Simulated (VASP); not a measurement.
# Al3B2W (Cm) in VASP: notebook

Runs on Al3B2W. Level: PBE. Tasks: single point, relaxation of cell and atoms.

All numbers are computed with VASP 6.6.1; they aren't measurements. Logs are shortened: lines on timing, memory, paths and dates and some standing lists are left out, and cuts for length are marked.

## (1) The cell of the first run

Symmetry: Cm, No. 8, monoclinic system. The conventional cell has a = 9.279 Å, b = 3.237 Å, c = 6.260 Å, α = 90.00°, β = 129.42°, γ = 90.00°. Within 3.1 Å of Al (site symmetry m) lie 5 B at 2.38 to 2.81 Å and 3 W at 2.73 to 2.74 Å and 6 Al at 2.81 to 3.07 Å. Within 3.1 Å of Al (site symmetry m) lie 5 B at 2.37 to 2.90 Å and 6 Al at 2.73 to 3.07 Å and 3 W at 2.83 to 2.96 Å. Within 3.0 Å of Al (site symmetry m) lie 3 B at 2.21 to 2.39 Å and 6 Al at 2.73 to 2.98 Å and 3 W at 2.74 Å. Within 2.5 Å of B (site symmetry m) lie 1 B at 1.73 Å and 6 Al at 2.21 to 2.44 Å and 1 W at 2.37 Å. Within 2.4 Å of B (site symmetry m) lie 1 B at 1.73 Å and 2 W at 2.26 Å and 5 Al at 2.37 to 2.39 Å. W (site symmetry m) has 3 B at 2.26 to 2.37 Å and 9 Al at 2.73 to 2.96 Å within 3.0 Å.

The cell was built from a structure type or drawn by symmetry, and may not be a known phase.

## (2) Single point, PBE

Contents of INCAR:

```
ALGO = Fast
EDIFF = 1E-7
ENCUT = 520
GGA = PE
ISIF = 2
ISMEAR = 0
LASPH = T
LCHARG = F
LREAL = F
LWAVE = F
NBANDS = 24
NELM = 80
PREC = Accurate
SIGMA = 0.1
```

Contents of KPOINTS:

```
k-points
0
Gamma
  10 10 6
```

Contents of POSCAR:

```
Al3B2W
1.0
    4.6393052349     -1.6183721046     -0.0008673062
    4.6393052349      1.6183721046     -0.0008673062
   -3.9738134654      0.0000000000      4.8364794507
Al B W
3 2 1
Direct
    0.5821020337      0.5821020337      0.8481083096
    0.4234478643      0.4234478643      0.1547904707
    0.1795521668      0.1795521668      0.5901093744
    0.8821809526      0.8821809526      0.8422556912
    0.1092021885      0.1092021885      0.1511173833
    0.8235148541      0.8235148541      0.4136187709
```

Potentials or basis: VASP PAW PBE potentials, release 64 (Al, B, W_sv).

On the command line:

```console
$ cat potpaw_PBE.64/Al/POTCAR potpaw_PBE.64/B/POTCAR potpaw_PBE.64/W_sv/POTCAR > POTCAR
$ mpirun -np 1 vasp_std > vasp.out
```

OUTCAR:

```text
EDIFF = 1E-7
   ENCUT = 520
   GGA = PE
   ISIF = 2
   ISMEAR = 0
   LASPH = T
   LREAL = F
   NELM = 80
   PREC = Accurate

 ion  position               nearest neighbor table
   1  0.582  0.582  0.848-   5 2.38   5 2.38   4 2.44   4 2.44   6 2.73   6 2.74   6 2.74   3 2.81
                             3 2.81   2 2.93   2 2.93   3 2.98   2 3.07
   2  0.423  0.423  0.155-   5 2.37   5 2.37   4 2.38   4 2.38   3 2.73   3 2.73   3 2.73   6 2.83
                             6 2.83   1 2.93   1 2.93   6 2.96   1 3.07
   3  0.180  0.180  0.590-   4 2.21   4 2.21   5 2.39   2 2.73   2 2.73   2 2.73   6 2.74   6 2.74
                             6 2.74   1 2.81   1 2.81   1 2.98
   4  0.882  0.882  0.842-   5 1.73   3 2.21   3 2.21   6 2.37   2 2.38   2 2.38   1 2.44   1 2.44

   5  0.109  0.109  0.151-   4 1.73   6 2.26   6 2.26   2 2.37   2 2.37   1 2.38   1 2.38   3 2.39

   6  0.824  0.824  0.414-   5 2.26   5 2.26   4 2.37   1 2.73   1 2.74   1 2.74   3 2.74   3 2.74
                             3 2.74   2 2.83   2 2.83   2 2.96

  LATTYP: Found a base centered monoclinic cell.
 ALAT       =     9.2786106319
 B/A-ratio  =     0.3488393185
 C/A-ratio  =     0.6746280250
 COS(beta)  =    -0.6349783896

  Lattice vectors:

 A1 = (   4.6393052349,  -1.6183721046,  -0.0008673062)
 A2 = (   4.6393052349,   1.6183721046,  -0.0008673062)
 A3 = (  -3.9738134654,   0.0000000000,   4.8364794507)

Analysis of symmetry for initial positions (statically):
=====================================================================
 Subroutine PRICEL returns:
 Original cell was already a primitive cell.

 Routine SETGRP: Setting up the symmetry group for a
 base centered monoclinic supercell.

 Subroutine GETGRP returns: Found  2 space group operations
 (whereof  2 operations were pure point group operations)
 out of a pool of  4 trial point group operations.

The static configuration has the point symmetry C_1h.

Analysis of symmetry for dynamics (positions and initial velocities):
=====================================================================
 Subroutine PRICEL returns:
 Original cell was already a primitive cell.

 Routine SETGRP: Setting up the symmetry group for a
 base centered monoclinic supercell.

 Subroutine GETGRP returns: Found  2 space group operations
 (whereof  2 operations were pure point group operations)
 out of a pool of  4 trial point group operations.

The dynamic configuration has the point symmetry C_1h.

 Subroutine INISYM returns: Found  2 space group operations
 (whereof  2 operations are pure point group operations),
 and found     1 'primitive' translations

----------------------------------------------------------------------------------------

                                     Primitive cell

  volume of cell :      72.6146

  direct lattice vectors                    reciprocal lattice vectors
     4.639305235 -1.618372105 -0.000867306     0.107791315 -0.308952433  0.088564954
     4.639305235  1.618372105 -0.000867306     0.107791315  0.308952433  0.088564954
    -3.973813465  0.000000000  4.836479451     0.000038660  0.000000000  0.206793730

  length of vectors
     4.913479631  4.913479631  6.259610765     0.338990155  0.338990155  0.206793734

  position of ions in fractional coordinates (direct lattice)
     0.582102034  0.582102034  0.848108310
     0.423447864  0.423447864  0.154790471
     0.179552167  0.179552167  0.590109374
     0.882180953  0.882180953  0.842255691
     0.109202188  0.109202188  0.151117383
     0.823514854  0.823514854  0.413618771

  ion indices of the primitive-cell ions
   primitive index   ion index
                 1           1
                 2           2
                 3           3
                 4           4
                 5           5
                 6           6

----------------------------------------------------------------------------------------

 KPOINTS: k-points

Automatic generation of k-mesh.
 Grid dimensions read from file:
 generate k-points for:   10   10    6

 Generating k-lattice:

  Cartesian coordinates                     Fractional coordinates (reciprocal lattice)
     0.010779132 -0.030895243  0.008856495     0.100000000 -0.000000000 -0.000000000
     0.010779132  0.030895243  0.008856495    -0.000000000  0.100000000 -0.000000000
     0.000006443  0.000000000  0.034465622    -0.000000000 -0.000000000  0.166666667

  Length of vectors
     0.033899015  0.033899015  0.034465622

  Shift w.r.t. Gamma in fractional coordinates (k-lattice)
     0.000000000  0.000000000  0.000000000

 Subroutine IBZKPT returns following result:
 ===========================================

 Found    172 irreducible k-points:

 Following reciprocal coordinates:
            Coordinates               Weight
  0.000000  0.000000  0.000000      1.000000
  0.100000 -0.000000  0.000000      4.000000
  0.200000 -0.000000  0.000000      4.000000
  0.300000  0.000000 -0.000000      4.000000
[... 87 lines left out ...]
      5      -3.5508      2.00000
      6       1.7920      2.00000
[... 16 lines left out ...]
     23      15.7614      0.00000
     24      16.6981      0.00000

 k-point     2 :       0.1000   -0.0000    0.0000
  band No.  band energies     occupation
      1     -64.2793      2.00000
      2     -28.5591      2.00000
      3     -28.5429      2.00000
      4     -28.5012      2.00000
      5      -3.3915      2.00000
      6       1.7224      2.00000
[... 16 lines left out ...]
     23      16.1857      0.00000
     24      16.8491      0.00000

 k-point     3 :       0.2000   -0.0000    0.0000
  band No.  band energies     occupation
      1     -64.2776      2.00000
      2     -28.5911      2.00000
      3     -28.5542      2.00000
      4     -28.4962      2.00000
      5      -2.9249      2.00000
      6       1.7240      2.00000
[... 16 lines left out ...]
     23      16.7838      0.00000
     24      17.0660      0.00000

 k-point     4 :       0.3000    0.0000   -0.0000
  band No.  band energies     occupation
      1     -64.2756      2.00000
      2     -28.6501      2.00000
      3     -28.5481      2.00000
      4     -28.4901      2.00000
      5      -2.1877      2.00000
      6       1.8671      2.00000
[... 16 lines left out ...]
     23      16.4876      0.00000
     24      17.0184      0.00000

 k-point     5 :       0.4000   -0.0000    0.0000
  band No.  band energies     occupation
      1     -64.2739      2.00000
      2     -28.6974      2.00000
      3     -28.5432      2.00000
      4     -28.4852      2.00000
      5      -1.2717      2.00000
      6       1.6384      2.00000
[... 16 lines left out ...]
     23      15.8650      0.00000
     24      17.1057      0.00000

 k-point     6 :       0.5000    0.0000   -0.0000
  band No.  band energies     occupation
      1     -64.2733      2.00000
      2     -28.7154      2.00000
      3     -28.5414      2.00000
      4     -28.4833      2.00000
      5      -0.6390      2.00000
      6       1.0145      2.00000
[... 16 lines left out ...]
     23      15.7649      0.00000
     24      17.1426      0.00000
[... 379 lines left out ...]
 k-point    21 :      -0.3000    0.2000    0.0000
  band No.  band energies     occupation
      1     -64.2733      2.00000
      2     -28.7154      2.00000
      3     -28.5414      2.00000
      4     -28.4833      2.00000
      5      -0.6822      2.00000
      6       1.1924      2.00000
[... 16 lines left out ...]
     23      15.9787      0.00000
     24      16.3862      0.00000

 k-point    22 :      -0.2000    0.2000    0.0000
  band No.  band energies     occupation
      1     -64.2739      2.00000
      2     -28.6974      2.00000
      3     -28.5431      2.00000
      4     -28.4849      2.00000
      5      -1.5437      2.00000
      6       1.9159      2.00000
[... 16 lines left out ...]
     23      16.2669      0.00000
     24      16.7404      0.00000

 k-point    23 :       0.3000    0.3000   -0.0000
  band No.  band energies     occupation
      1     -64.2799      2.00000
      2     -28.5619      2.00000
      3     -28.5243      2.00000
      4     -28.5050      2.00000
      5      -2.7313      2.00000
      6       0.1243      2.00000
[... 16 lines left out ...]
     23      16.1779      0.00000
     24      16.7146      0.00000

 k-point    24 :       0.4000    0.3000   -0.0000
  band No.  band energies     occupation
      1     -64.2793      2.00000
      2     -28.5602      2.00000
      3     -28.5430      2.00000
      4     -28.5032      2.00000
      5      -2.3803      2.00000
      6       0.0713      2.00000
[... 16 lines left out ...]
     23      16.0078      0.00000
     24      16.4179      0.00000

 [... further k-points ...]

------------------------ aborting loop because EDIFF is reached ----------------------------------------

  FORCE on cell =-STRESS in cart. coord.  units (eV):
  Direction    XX          YY          ZZ          XY          YZ          ZX
  --------------------------------------------------------------------------------------
  -------------------------------------------------------------------------------------
  Total       -0.0033028      0.0114194     -0.0021951      0.0000000      0.0000000      0.0161574
  in kB       -0.0728744      0.2519595     -0.0484321      0.0000000      0.0000000      0.3564996
  external PRESSURE =       0.0435510 kB  Pullay stress =       0.0000000 kB

 VOLUME and BASIS-vectors are now :
 -----------------------------------------------------------------------------
  energy-cutoff  :      520.00
  volume of cell :       72.61
      direct lattice vectors                 reciprocal lattice vectors
     4.639305235 -1.618372105 -0.000867306     0.107791315 -0.308952433  0.088564954
     4.639305235  1.618372105 -0.000867306     0.107791315  0.308952433  0.088564954
    -3.973813465  0.000000000  4.836479451     0.000038660  0.000000000  0.206793730

 POSITION                                       TOTAL-FORCE (eV/Angst)
 -----------------------------------------------------------------------------------
      2.03087      0.00000      4.10085        -0.003139      0.000000      0.001476
      3.31390      0.00000      0.74791         0.001035      0.000000     -0.006483
     -0.67899      0.00000      2.85374        -0.000198      0.000000      0.005612
      4.83845      0.00000      4.07202        -0.001375      0.000000     -0.002050
      0.41273      0.00000      0.73069         0.000155      0.000000     -0.001492
      5.99743      0.00000      1.99903         0.003522      0.000000      0.002937
 -----------------------------------------------------------------------------------
    total drift:                                0.000166     -0.000000      0.000047

  FREE ENERGIE OF THE ION-ELECTRON SYSTEM (eV)
  ---------------------------------------------------
  free  energy   TOTEN  =       -37.9943363668 eV

  energy  without entropy=      -37.9870221566  energy(sigma->0) =      -37.99067926
```

It took 14 min on 1 thread of Intel Xeon 8259CL, shared host; peak memory 0.47 GiB.

What came out:

| Property | Result |
| --- | --- |
| Free energy | -37.9943 eV |
| Pressure | 0.0 GPa |
| Largest force | 0.007 eV/Å |
| Band gap on the k mesh | zero (an odd number of electrons rules out a gap without spin polarisation) |

Forces on the atoms (eV/Å):
```
Al  -0.003  0.000  0.001
Al   0.001  0.000 -0.006
Al   0.000  0.000  0.006
B   -0.001  0.000 -0.002
B    0.000  0.000 -0.001
W    0.004  0.000  0.003
```

Levels at points of the mesh, in eV from the Fermi level:
| k point | band 11 | band 12 | band 13 | band 14 | band 15 | band 16 | band 17 | band 18 |
| --- | --- | --- | --- | --- | --- | --- | --- | --- |
| (0.00, 0.00, 0.00) | -2.56 | -2.42 | -1.20 | -0.74 | 0.98 | 1.18 | 2.63 | 3.29 |
| (0.50, 0.00, 0.00) | -3.86 | -2.61 | -2.28 | -1.76 | 0.01 | 1.04 | 1.88 | 3.07 |
| (0.50, 0.50, 0.00) | -2.13 | -1.85 | -0.77 | -0.46 | 0.54 | 1.59 | 3.22 | 3.54 |
| (0.00, 0.00, 0.50) | -2.98 | -2.38 | -1.45 | -0.79 | 0.90 | 1.92 | 3.16 | 3.47 |
| (0.50, 0.00, 0.50) | -3.53 | -2.72 | -1.93 | -1.08 | 0.07 | 0.45 | 1.44 | 3.12 |
| (0.50, 0.50, 0.50) | -2.74 | -2.10 | -0.43 | -0.37 | 1.71 | 1.76 | 2.33 | 2.70 |

Caveat: spin-orbit coupling is left out, which moves the levels of the heavy elements.

## (3) Relaxation of cell and atoms, PBE

Contents of INCAR:

```
  ALGO = Fast
  EDIFF = 1E-6
  EDIFFG = -0.01
  ENCUT = 600
  GGA = PE
  IBRION = 2
  ISIF = 3
  ISMEAR = 0
  LASPH = True
  LCHARG = False
  LREAL = False
  LWAVE = False
  NELM = 80
  NSW = 100
  PREC = Accurate
  SIGMA = 0.1
```

KPOINTS is that of step 2.

Contents of POSCAR:

```
Al3B2W
1.0
    4.6260909436     -1.6240234896      0.0000000000
    4.6260909436      1.6240234896      0.0000000000
   -3.9615917103      0.0000000000      4.8302706016
Al B W
3 2 1
Direct
    0.5817673607      0.5817673607      0.8474092530
    0.4239721367      0.4239721367      0.1553005074
    0.1792485240      0.1792485240      0.5895287015
    0.8817425710      0.8817425710      0.8427775483
    0.1098931028      0.1098931028      0.1512204629
    0.8233763648      0.8233763648      0.4137635270
```

Potentials or basis: VASP PAW PBE potentials, release 64 (Al, B, W_sv).

On the command line:

```console
$ cat potpaw_PBE.64/Al/POTCAR potpaw_PBE.64/B/POTCAR potpaw_PBE.64/W_sv/POTCAR > POTCAR
$ mpirun -np 1 vasp_std > vasp.out
```

It took 12 min on 1 thread of Intel Xeon 6975P-C (Granite Rapids), shared host; peak memory 0.51 GiB.

The run converged. Its results:

```yaml
Free_energy: -37.9966 eV
Relaxed_volume: 12.10 Å³/atom
Relaxed_cell: a = 4.913 Å, b = 4.913 Å, c = 6.257 Å, α = 126.82°, β = 126.82°, γ = 38.48°
Space_group_after_relaxing_to_0.1_Å: Cm (No. 8)
Energy_gained_by_relaxing: 0.2 meV/atom
Ionic_steps: 8
Pressure_after_relaxing: 0.0 GPa
Largest_force_after_relaxing: 0.008 eV/Å
Band_gap_on_the_k_mesh: zero (an odd number of electrons rules out a gap without spin polarisation)
```

Forces in eV/Å, atoms in the order of the input:
```
Al  -0.005  0.000 -0.005
Al  -0.001  0.000 -0.002
Al   0.000  0.000 -0.002
B    0.007  0.000  0.003
B   -0.002  0.000  0.005
W    0.002  0.000  0.002
```

The path:
| step | energy change (eV) | largest force (eV/Å) | pressure (GPa) | volume (Å³) |
| --- | --- | --- | --- | --- |
| 1 | 0.0000 | 0.0561 | 0.11 | 72.58 |
| 2 | -0.0010 | 0.0259 | -0.16 | 72.66 |
| 3 | -0.0010 | 0.0252 | -0.19 | 72.67 |
| 4 | -0.0011 | 0.0184 | 0.18 | 72.53 |
| 5 | -0.0012 | 0.0171 | 0.04 | 72.57 |
| 6 | -0.0012 | 0.0149 | 0.03 | 72.59 |
| 7 | -0.0012 | 0.0178 | -0.01 | 72.61 |
| 8 | -0.0012 | 0.0080 | -0.01 | 72.62 |

Final structure:
```xyz
6
Lattice="4.6388 -1.6190 0.0003 4.6388 1.6190 0.0003 -3.9722 0.0000 4.8344" Properties=species:S:1:pos:R:3 pbc="T T T"
Al    2.0331    0.0000    4.1007
Al    3.3146    0.0000    0.7488
Al   -0.6784    0.0000    2.8534
B     4.8366    0.0000    4.0724
B     0.4134    0.0000    0.7296
W     5.9970    0.0000    2.0002
```

Levels at points of the mesh, in eV from the Fermi level:
| k point | band 11 | band 12 | band 13 | band 14 | band 15 | band 16 | band 17 | band 18 |
| --- | --- | --- | --- | --- | --- | --- | --- | --- |
| (0.00, 0.00, 0.00) | -2.56 | -2.41 | -1.20 | -0.74 | 0.97 | 1.19 | 2.64 | 3.29 |
| (0.50, 0.00, 0.00) | -3.86 | -2.61 | -2.28 | -1.76 | 0.01 | 1.03 | 1.88 | 3.07 |
| (0.50, 0.50, 0.00) | -2.13 | -1.85 | -0.77 | -0.46 | 0.53 | 1.59 | 3.22 | 3.53 |
| (0.00, 0.00, 0.50) | -2.97 | -2.38 | -1.45 | -0.79 | 0.89 | 1.92 | 3.17 | 3.45 |
| (0.50, 0.00, 0.50) | -3.53 | -2.72 | -1.93 | -1.08 | 0.07 | 0.46 | 1.44 | 3.11 |
| (0.50, 0.50, 0.50) | -2.74 | -2.10 | -0.44 | -0.38 | 1.72 | 1.75 | 2.33 | 2.69 |

Caveat: spin-orbit coupling is left out, which moves the levels of the heavy elements.

## (4) Relaxation of cell and atoms, PBE

Contents of INCAR:

```
PREC = Accurate
ENCUT = 600
EDIFF = 1E-6
ISMEAR = 0
SIGMA = 0.1
LREAL = False
LASPH = True
NELM = 80
ALGO = Fast
ISIF = 3
LWAVE = False
LCHARG = False
GGA = PE
IBRION = 2
NSW = 80
EDIFFG = -0.001
```

Contents of KPOINTS:

```
regular mesh
0
Gamma
  10 10 6
```

Contents of POSCAR:

```
Al3B2W
1.0
    4.6393052349     -1.6183721046     -0.0008673062
    4.6393052349      1.6183721046     -0.0008673062
   -3.9738134654      0.0000000000      4.8364794507
Al B W
3 2 1
Direct
    0.5821020337      0.5821020337      0.8481083096
    0.4234478643      0.4234478643      0.1547904707
    0.1795521668      0.1795521668      0.5901093744
    0.8821809526      0.8821809526      0.8422556912
    0.1092021885      0.1092021885      0.1511173833
    0.8235148541      0.8235148541      0.4136187709
```

On the command line:

```console
$ cat potpaw_PBE.64/Al/POTCAR potpaw_PBE.64/B/POTCAR potpaw_PBE.64/W_sv/POTCAR > POTCAR
$ mpirun -np 1 vasp_std > vasp.out
```

Run time: 11 min. Hardware: 1 thread of Intel Xeon 6975P-C (Granite Rapids), shared host; peak memory 0.5 GiB.

The run converged. Its results:

* Free energy: -37.9966 eV
* Energy gained by relaxing: 0.0 meV/atom
* Ionic steps: 17
* Pressure after relaxing: 0.0 GPa
* Band gap on the k mesh: zero (an odd number of electrons rules out a gap without spin polarisation)

Final structure:
```cif
data_structure
_symmetry_space_group_name_H-M 'P 1'
_symmetry_Int_Tables_number 1
_cell_length_a 4.9135
_cell_length_b 4.9135
_cell_length_c 6.2587
_cell_angle_alpha 126.830
_cell_angle_beta 126.830
_cell_angle_gamma 38.463
_cell_volume 72.61
loop_
_atom_site_label
_atom_site_type_symbol
_atom_site_fract_x
_atom_site_fract_y
_atom_site_fract_z
_atom_site_occupancy
Al1 Al 0.58203 0.58203 0.84813 1
Al2 Al 0.42343 0.42343 0.15467 1
Al3 Al 0.17958 0.17958 0.59018 1
B1 B 0.88219 0.88219 0.84224 1
B2 B 0.10922 0.10922 0.15114 1
W1 W 0.82356 0.82356 0.41364 1
```

Levels at points of the mesh, in eV from the Fermi level:
```tsv
k point	band 11	band 12	band 13	band 14	band 15	band 16	band 17	band 18
(0.00, 0.00, 0.00)	-2.56	-2.42	-1.20	-0.74	0.97	1.18	2.63	3.29
(0.50, 0.00, 0.00)	-3.86	-2.61	-2.28	-1.76	0.01	1.04	1.88	3.07
(0.50, 0.50, 0.00)	-2.13	-1.85	-0.77	-0.47	0.54	1.59	3.22	3.53
(0.00, 0.00, 0.50)	-2.98	-2.38	-1.46	-0.79	0.90	1.92	3.16	3.47
(0.50, 0.00, 0.50)	-3.53	-2.72	-1.93	-1.08	0.07	0.45	1.44	3.12
(0.50, 0.50, 0.50)	-2.74	-2.10	-0.44	-0.38	1.71	1.76	2.33	2.70
```

Caveat: spin-orbit coupling is left out, which moves the levels of the heavy elements.

## (5) Summary

```tsv
task	cell	cutoff (eV)	gap on the mesh (eV)	pressure (GPa)	relaxed volume (Å³/atom)	largest force (eV/Å)
single point	a = 4.913, b = 4.913, c = 6.260 Å, angles 126.8, 126.8, 38.5°, 6 atoms	520	none	0.0	-	0.01
relaxation of cell and atoms	relaxed from a = 4.903, b = 4.903, c = 6.247 Å, angles 126.8, 126.8, 38.7°, 6 atoms	600	none	0.0	12.10	0.01
relaxation of cell and atoms	relaxed from a = 4.913, b = 4.913, c = 6.260 Å, angles 126.8, 126.8, 38.5°, 6 atoms	600	none	0.0	12.10	-
```

Alike in all rows: level PBE; potentials or basis VASP PAW PBE potentials, release 64 (Al, B, W_sv); no spin polarisation; k mesh 10 × 10 × 6; smearing gaussian 0.1 eV.

Caveats: spin-orbit coupling is left out, which moves the levels of the heavy elements.

Absolute energies hang on the potentials; compare differences alone.
